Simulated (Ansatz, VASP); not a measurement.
## One calculation of PtSe2, two programs

Contents of INCAR:

```
PREC     = Accurate       # precision mode
ENCUT    = 520            # plane-wave cutoff, eV
EDIFF    = 1E-7           # SCF threshold, eV
ISMEAR   = 0              # smearing method
SIGMA    = 0.05           # smearing width, eV
LREAL    = False          # projectors in reciprocal space
LASPH    = True           # aspherical terms in the spheres
NELM     = 150            # most SCF steps
ALGO     = Normal         # electronic algorithm
ISIF     = 2              # what is computed and relaxed
LWAVE    = False          # write WAVECAR
LCHARG   = False          # write CHGCAR
ISPIN    = 2              # spin polarisation
MAGMOM   = 0 0 0          # initial moments
LORBIT   = 11             # projections on sites
LMAXMIX  = 4              # l up to which the mixer works
LDAU     = True           # DFT+U
LDAUTYPE = 1            
LDAUL    = 2 -1           # shell
LDAUU    = 2 0            # U, eV
LDAUJ    = 0.5 0        
LDAUPRINT= 1            
GGA      = PE             # functional
NBANDS   = 22             # bands
```

File KPOINTS:

```
regular mesh
0
Gamma
  6 6 4
```

Contents of POSCAR:

```
PtSe2
1.0
    3.7240002900      0.0000000000      0.0000000000
   -1.8620001500      3.2250788600      0.0000000000
    0.0000000000      0.0000000000      5.0619995800
Pt Se
1 2
Direct
    0.0000000000      0.0000000000      0.0000000000
    0.3333333333      0.6666666667      0.2500000000
    0.6666666667      0.3333333333      0.7500000000
```

Input for Ansatz:

```yaml
crystal:
  lattice:
    - [3.72400029, 0.0, 0.0]
    - [-1.86200015, 3.22507886, 0.0]
    - [0.0, 0.0, 5.06199958]
  atoms:
    - { symbol: Pt, position: [0.0, 0.0, 0.0], spin: 2.0 }
    - { symbol: Se, position: [0.3333333333, 0.6666666667, 0.25] }
    - { symbol: Se, position: [0.6666666667, 0.3333333333, 0.75] }
basis:
  ecutwfc: 420
  ecutrho_ratio: 4
kpoints:
  mp_grid: { grid: [6, 6, 4] }
hamiltonian:
  xc: pbe
  hubbard:
    sites:
      - { site: 0, l: d, u: 2.0, j: 0.5, starting_ns: [{ spin: up, occupation_matrix: s0up }, { spin: down, occupation_matrix: s0down }] }
    occupation_matrices:
      s0up:
        matrix:
          - [0.97, 0.0, 0.0, 0.0, 0.0]
          - [0.0, 0.97, 0.0, 0.0, 0.0]
          - [0.0, 0.0, 0.97, 0.0, 0.0]
          - [0.0, 0.0, 0.0, 0.97, 0.0]
          - [0.0, 0.0, 0.0, 0.0, 0.02]
      s0down:
        matrix:
          - [0.02, 0.0, 0.0, 0.0, 0.0]
          - [0.0, 0.97, 0.0, 0.0, 0.0]
          - [0.0, 0.0, 0.97, 0.0, 0.0]
          - [0.0, 0.0, 0.0, 0.02, 0.0]
          - [0.0, 0.0, 0.0, 0.0, 0.02]
    ns_hold: { iters: 12 }
scf:
  occupations: { method: gaussian, width: 0.05 }
  lower_state_search: "off"
  max_iter: 150
output:
  forces: true
  stress: true
  eigenvalues: true
  populations: true
  hubbard: { sites: [{ site: 0, l: d }] }
magnetization:
  spin_polarized: true
```

Alike in both runs: task single point; functional PBE; k mesh 6 × 6 × 4; occupations gaussian, width 0.05 eV; collinear spin; Hubbard terms Pt d U = 2.0 eV, J = 0.5 eV.

|  | VASP | Ansatz |
| --- | --- | --- |
| version | VASP 6.6.1 | Ansatz 0.2.0 |
| potentials or method | VASP PAW PBE potentials, release 64 (Pt, Se), cutoff 520 eV | scalar-relativistic, plane waves, PAW |
| valence electrons in the cell | 22 | 50 |

VASP gave:

| Item | Value |
| --- | --- |
| gap on the k mesh at the Fermi level (eV) | none |
| pressure (GPa) | 6.5 |
| traceless stress, the component that is largest in VASP (GPa) | -0.84 |
| rms of the force components (eV/Å) | 0.240 |
| net moment per atom (μB) | 0.00 |

**Question.** Which values does Ansatz return?

**Answer.** gap on the k mesh at the Fermi level (eV): none; pressure (GPa): 7.4; traceless stress, the component that is largest in VASP (GPa): -1.20; rms of the force components (eV/Å): 0.282; net moment per atom (μB): 0.00.

The programs project onto different local orbitals, so the same U acts differently, and such runs can settle in different states. Atom by atom the forces differ by 0.043 eV/Å (rms over components). A gap of «none» marks a metal or a gap that the smearing closes. VASP's potentials hold 22 valence electrons a cell and Ansatz's 50, so a difference there can come from the potentials and not from the codes. Ansatz's warnings: filled band counts differ across k points, seeded moment not kept, specified occupation not kept, symmetry narrowed by occupation matrices.

Neither program's run includes spin-orbit coupling.
